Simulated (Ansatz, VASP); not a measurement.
## Two plane-wave programs on MgO

INCAR

```
ALGO     = Normal         # electronic algorithm
EDIFF    = 1E-6           # SCF threshold, eV
ENCUT    = 520            # plane-wave cutoff, eV
GGA      = PE             # functional
ISIF     = 2              # what is computed and relaxed
ISMEAR   = 0              # smearing method
LASPH    = True           # aspherical terms in the spheres
LCHARG   = True           # write CHGCAR
LELF     = True           # ELF
LREAL    = False          # projectors in reciprocal space
LVHAR    = True         
LWAVE    = False          # write WAVECAR
NBANDS   = 36             # bands
NELM     = 80             # most SCF steps
PREC     = Accurate       # precision mode
SIGMA    = 0.05           # smearing width, eV
```

KPOINTS

```
k-points
0
Gamma
  4 4 4
```

The input POSCAR:

```
MgO
1.0
    5.6335409551      0.0000000000      0.0000000000
    0.0000000000      5.6335409551      0.0000000000
    0.0000000000      0.0000000000      5.6335409551
Mg O
6 6
Direct
    0.2500000000     -0.0049264774      0.5000000000
    0.0000000000      0.5057240177      0.2500000000
    0.5000000000      0.7399885347      0.0000000000
    0.7500000000     -0.0049264774      0.5000000000
    0.0000000000      0.5057240177      0.7500000000
    0.5000000000      0.2399885347      0.0000000000
    0.2500000000      0.5129373733      0.0000000000
    0.5000000000      0.0045895502      0.2500000000
    0.0000000000      0.7464704792      0.5000000000
    0.7500000000      0.5129373733      0.0000000000
    0.5000000000      0.0045895502      0.7500000000
    0.0000000000      0.2464704792      0.5000000000
```

Input for Ansatz:

```yaml
crystal:
  lattice:
    - [5.6335409551, 0.0, 0.0]
    - [0.0, 5.6335409551, 0.0]
    - [0.0, 0.0, 5.6335409551]
  atoms:
    - { symbol: Mg, position: [0.25, -0.0049264774, 0.5] }
    - { symbol: Mg, position: [0.0, 0.5057240177, 0.25] }
    - { symbol: Mg, position: [0.5, 0.7399885347, 0.0] }
    - { symbol: Mg, position: [0.75, -0.0049264774, 0.5] }
    - { symbol: Mg, position: [0.0, 0.5057240177, 0.75] }
    - { symbol: Mg, position: [0.5, 0.2399885347, 0.0] }
    - { symbol: O, position: [0.25, 0.5129373733, 0.0] }
    - { symbol: O, position: [0.5, 0.0045895502, 0.25] }
    - { symbol: O, position: [0.0, 0.7464704792, 0.5] }
    - { symbol: O, position: [0.75, 0.5129373733, 0.0] }
    - { symbol: O, position: [0.5, 0.0045895502, 0.75] }
    - { symbol: O, position: [0.0, 0.2464704792, 0.5] }
basis:
  ecutwfc: 520.0
kpoints:
  mp_grid: { grid: [4, 4, 4] }
hamiltonian:
  xc: pbe
  pseudopotentials: { kind: paw, azcp: { folder: soft_1 } }
scf:
  occupations: { method: gaussian, width: 0.05 }
output:
  forces: true
  stress: true
  eigenvalues: true
```

Change from the starting cell: mode 14 frozen in at -0.030 Å and mode 24 at -0.056 Å (largest displacements).

Alike in both runs: task single point; functional PBE; k mesh 4 × 4 × 4; occupations gaussian, width 0.05 eV; no spin polarisation.

```csv
,VASP,Ansatz
version,VASP 6.6.1,Ansatz 0.2.0
potentials or method,"VASP PAW PBE potentials, release 64 (Mg, O), cutoff 520 eV","scalar-relativistic, plane waves, PAW"
valence electrons in the cell,48,96
```

Ansatz gave:

* gap on the k mesh at the Fermi level (eV): 2.89
* least direct gap on the mesh (eV): 2.89
* pressure (GPa): 0.4
* traceless stress, the component that is largest in VASP (GPa): 0.15
* rms of the force components (eV/Å): 0.408

Q: Which values does VASP return?

A: gap on the k mesh at the Fermi level (eV): 2.88; least direct gap on the mesh (eV): 2.88; pressure (GPa): 0.1; traceless stress, the component that is largest in VASP (GPa): 0.15; rms of the force components (eV/Å): 0.412.

Atom by atom the forces differ by 0.005 eV/Å (rms over components). VASP's potentials hold 48 valence electrons a cell and Ansatz's 96, so a difference there can come from the potentials and not from the codes.
